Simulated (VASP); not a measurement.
A run of VASP 6.6.1 is set up as follows.

File INCAR:

```
SYSTEM = ZnRe
PREC     = Accurate       ! precision mode
ENCUT    = 500            ! plane-wave cutoff, eV
EDIFF    = 1E-6           ! SCF threshold, eV
ISMEAR   = -1             ! smearing method
SIGMA    = 0.02           ! smearing width, eV
LREAL    = .FALSE.        ! projectors in reciprocal space
LASPH    = .TRUE.         ! aspherical terms in the spheres
NELM     = 120            ! most SCF steps
ALGO     = Normal         ! electronic algorithm
ISIF     = 2              ! what is computed and relaxed
LWAVE    = .FALSE.        ! write WAVECAR
LCHARG   = .TRUE.         ! write CHGCAR
GGA      = RE             ! functional
LELF     = .TRUE.         ! ELF
LVHAR    = .TRUE.       
NBANDS   = 20             ! bands
GGA_COMPAT= .FALSE.
```

File KPOINTS:

```
regular mesh
0
G
  8 8 5
  0 0 0
```

File POSCAR:

```
ZnRe
1.0
    2.7590400000      0.0114900000     -0.0027400000
   -1.3695700000      2.3643500000     -0.0020500000
   -0.0044800000     -0.0064700000      4.5135400000
Zn Re
1 1
Direct
    0.0005185334      0.0130351307      0.0513956260
    0.3758500000      0.7058400000      0.5251400000
```

Potentials or basis: VASP PAW PBE potentials, release 64 (Zn, Re_sv_GW).

The run is started by

```bash
$ cat potpaw_PBE.64/Zn/POTCAR potpaw_PBE.64/Re_sv_GW/POTCAR > POTCAR
$ mpirun -np 1 vasp_std > vasp.out
```

**Question.** What does it give for the pressure?

**Answer.** 1.1 GPa.

**Question.** What does it give for the largest force?

**Answer.** 1.164 eV/Å.

Stress tensor (GPa, compression positive):
```
 1.00 -0.84 -0.41
-0.84  2.51 -0.20
-0.41 -0.20 -0.13
```

Caveat: the PAW data sets were made with another functional, which shifts forces and pressure a little.
